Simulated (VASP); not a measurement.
# Ni (Fm-3m) in VASP: a series of runs, part 2 of 2

VASP 6.6.1. The steps go on from the part before.

## (3) Single point, LDA, collinear spin, ferromagnetic start

This run uses another cell than the first one, of 10.03 Å³/atom.

Input file INCAR:

```
  PREC = Accurate
  ENCUT = 520
  EDIFF = 1E-7
  ISMEAR = -1
  SIGMA = 0.05
  LREAL = False
  LASPH = True
  NELM = 150
  ALGO = Normal
  ISIF = 2
  LWAVE = False
  LCHARG = False
  ISPIN = 2
  MAGMOM = 1
  LORBIT = 11
  LMAXMIX = 4
  GGA = CA
  NBANDS = 15
```

Input file KPOINTS:

```
regular mesh
0
Gamma
  21 21 21
```

Input file POSCAR:

```
Ni
1.0
    0.0000000000      1.7115729537      1.7115729537
    1.7115729537      0.0000000000      1.7115729537
    1.7115729537      1.7115729537      0.0000000000
Ni
1
Direct
    0.0000000000      0.0000000000      0.0000000000
```

Potentials or basis: VASP PAW LDA potentials, release 64 (Ni).

Started as:

```bash
cat potpaw_LDA.64/Ni/POTCAR > POTCAR
mpirun -np 1 vasp_std > vasp.out
```

OUTCAR:

```text
PREC = Accurate
   ENCUT = 520
   EDIFF = 1E-7
   ISMEAR = -1
   LREAL = False
   LASPH = True
   NELM = 150
   ISIF = 2
   ISPIN = 2
   LORBIT = 11
   GGA = CA

 ion  position               nearest neighbor table
   1  0.000  0.000  0.000-

  LATTYP: Found a face centered cubic cell.
 ALAT       =     3.4231459074

  Lattice vectors:

 A1 = (   0.0000000000,   1.7115729537,   1.7115729537)
 A2 = (   1.7115729537,   0.0000000000,   1.7115729537)
 A3 = (   1.7115729537,   1.7115729537,   0.0000000000)

Analysis of symmetry for initial positions (statically):
=====================================================================
 Subroutine PRICEL returns:
 Original cell was already a primitive cell.

 Routine SETGRP: Setting up the symmetry group for a
 face centered cubic supercell.

 Subroutine GETGRP returns: Found 48 space group operations
 (whereof 48 operations were pure point group operations)
 out of a pool of 48 trial point group operations.

The static configuration has the point symmetry O_h .

Analysis of symmetry for dynamics (positions and initial velocities):
=====================================================================
 Subroutine PRICEL returns:
 Original cell was already a primitive cell.

 Routine SETGRP: Setting up the symmetry group for a
 face centered cubic supercell.

 Subroutine GETGRP returns: Found 48 space group operations
 (whereof 48 operations were pure point group operations)
 out of a pool of 48 trial point group operations.

The dynamic configuration has the point symmetry O_h .

Analysis of structural, dynamic, and magnetic symmetry:
=====================================================================
 Subroutine PRICEL returns:
 Original cell was already a primitive cell.

 Routine SETGRP: Setting up the symmetry group for a
 face centered cubic supercell.

 Subroutine GETGRP returns: Found 48 space group operations
 (whereof 48 operations were pure point group operations)
 out of a pool of 48 trial point group operations.

The overall configuration has the point symmetry O_h .

[... 162 lines left out ...]
      6       8.9876      1.00000
      7      34.7006      0.00000
      8      39.1108      0.00000
      9      39.1108      0.00000
     10      39.1108      0.00000
     11      42.3816      0.00000
     12      42.3816      0.00000
     13      42.3816      0.00000
     14      45.3382      0.00000
[... 403 lines left out ...]
      4       8.3392      1.00000
      5       9.5217      1.00000
      6       9.9364      0.99747
      7      18.9007      0.00000
      8      32.8469      0.00000
      9      35.2876      0.00000
     10      37.0664      0.00000
     11      39.4784      0.00000
     12      41.1117      0.00000
     13      46.1886      0.00000
     14      54.4014      0.00000
     15      54.7663      0.00000

 [... further k-points ...]

 spin component 2

 k-point     1 :       0.0000    0.0000    0.0000
  band No.  band energies     occupation
      1       0.7212      1.00000
      2       8.2703      1.00000
      3       8.2703      1.00000
      4       8.2703      1.00000
      5       9.5188      1.00000
      6       9.5188      1.00000
      7      34.6910      0.00000
      8      39.1549      0.00000
      9      39.1549      0.00000
     10      39.1549      0.00000
     11      42.5447      0.00000
     12      42.5447      0.00000
     13      42.5447      0.00000
     14      45.3205      0.00000
[... 403 lines left out ...]
      4       8.6012      1.00000
      5      10.1254      0.89978
      6      10.4903      0.00604
      7      19.1765      0.00000
      8      32.8797      0.00000
      9      35.3757      0.00000
     10      37.1877      0.00000
     11      39.6006      0.00000
     12      41.2164      0.00000
     13      46.3396      0.00000
     14      54.5190      0.00000
     15      55.5185      0.00000

 [... further k-points ...]

------------------------ aborting loop because EDIFF is reached ----------------------------------------

  FORCE on cell =-STRESS in cart. coord.  units (eV):
  Direction    XX          YY          ZZ          XY          YZ          ZX
  --------------------------------------------------------------------------------------
  -------------------------------------------------------------------------------------
  Total       -0.0080732     -0.0080732     -0.0080732      0.0000000      0.0000000     -0.0000000
  in kB       -1.2898462     -1.2898462     -1.2898462      0.0000000      0.0000000     -0.0000000
  external PRESSURE =      -1.2898462 kB  Pullay stress =       0.0000000 kB

 VOLUME and BASIS-vectors are now :
 -----------------------------------------------------------------------------
  energy-cutoff  :      520.00
  volume of cell :       10.03
      direct lattice vectors                 reciprocal lattice vectors
     0.000000000  1.711572954  1.711572954    -0.292128944  0.292128944  0.292128944
     1.711572954  0.000000000  1.711572954     0.292128944 -0.292128944  0.292128944
     1.711572954  1.711572954  0.000000000     0.292128944  0.292128944 -0.292128944

 POSITION                                       TOTAL-FORCE (eV/Angst)
 -----------------------------------------------------------------------------------
      0.00000      0.00000      0.00000         0.000000      0.000000      0.000000
 -----------------------------------------------------------------------------------
    total drift:                                0.000000     -0.000000     -0.000000

  FREE ENERGIE OF THE ION-ELECTRON SYSTEM (eV)
  ---------------------------------------------------
  free  energy   TOTEN  =        -6.5872320578 eV

  energy  without entropy=       -6.5737999839  energy(sigma->0) =       -6.58051602

 total charge

# of ion       s       p       d       tot
------------------------------------------
    1        0.535   0.572   8.370   9.477

 magnetization (x)

# of ion       s       p       d       tot
------------------------------------------
    1       -0.005  -0.018   0.588   0.565
```

stdout:

```text
POSCAR found type information on POSCAR Ni
 POSCAR found :  1 types and       1 ions
 scaLAPACK will be used
 LDA part: xc-table for (Slater(with rela. corr.)+CA(PZ))
 , standard interpolation
 POSCAR, INCAR and KPOINTS ok, starting setup
 FFT: planning ... GRIDC
 FFT: planning ... GRID_SOFT
 FFT: planning ... GRID
 WAVECAR not read
 entering main loop
```

Wall time 80 s (1 thread of Intel Xeon Platinum 8259CL at 2.50GHz (Skylake/Cascade Lake), shared host); peak memory 0.17 GiB.

Results:

```
Free energy                                           : -6.5872 eV
Pressure                                              : -0.1 GPa
Net moment                                            : 0.57 μB per cell
Site moments                                          : Ni +0.56 μB
Valence electrons inside the program's atomic spheres : Ni 9.48
```

Levels at points of the mesh, in eV from the Fermi level:
Spin up:
```
           k point  band 1  band 2  band 3  band 4  band 5  band 6  band 7  band 8  band 9  band 10
(0.00, 0.00, 0.00)   -9.56   -2.54   -2.54   -2.54   -1.25   -1.25   24.47   28.88   28.88    28.88
```
Spin down:
```
           k point  band 2  band 3  band 4  band 5  band 6  band 7  band 8  band 9
(0.00, 0.00, 0.00)   -1.96   -1.96   -1.96   -0.72   -0.72   24.46   28.92   28.92
```

## (4) Single point, LDA, collinear spin, ferromagnetic start (10.03 Å³/atom)

This run uses another cell than the first one, of 10.03 Å³/atom.

Input file INCAR:

```
  ALGO = Normal
  EDIFF = 1E-6
  ENCUT = 520
  ISIF = 2
  ISMEAR = -1
  ISPIN = 2
  LASPH = True
  LCHARG = True
  LELF = True
  LMAXMIX = 4
  LORBIT = 11
  LREAL = False
  LVHAR = True
  LWAVE = False
  MAGMOM = 1
  NBANDS = 15
  NELM = 150
  PREC = Accurate
  SIGMA = 0.05
```

Input file KPOINTS:

```
k-points
0
Gamma
  21 21 21
```

POSCAR is that of step 3.

Started as:

```bash
cat potpaw_LDA.64/Ni/POTCAR > POTCAR
mpirun -np 1 vasp_std > vasp.out
```

It took 73 s on 1 thread of Intel Xeon Platinum 8259CL at 2.50GHz (Skylake/Cascade Lake), shared host; peak memory 0.17 GiB.

The run converged. Its results:

| Property | Result |
| --- | --- |
| Free energy | -6.5872 eV |
| Pressure | -0.1 GPa |
| Net moment | 0.56 μB per cell |
| Site moments | Ni +0.56 μB |
| Valence electrons inside the program's atomic spheres | Ni 9.48 |

Levels at points of the mesh, in eV from the Fermi level:
Spin up:
```
           k point  band 2  band 3  band 4  band 5  band 6  band 7  band 8  band 9
(0.00, 0.00, 0.00)   -2.54   -2.54   -2.54   -1.25   -1.25   24.47   28.88   28.88
```
Spin down:
| k point | band 2 | band 3 | band 4 | band 5 | band 6 | band 7 | band 8 | band 9 |
| --- | --- | --- | --- | --- | --- | --- | --- | --- |
| (0.00, 0.00, 0.00) | -1.96 | -1.96 | -1.96 | -0.72 | -0.72 | 24.46 | 28.92 | 28.92 |
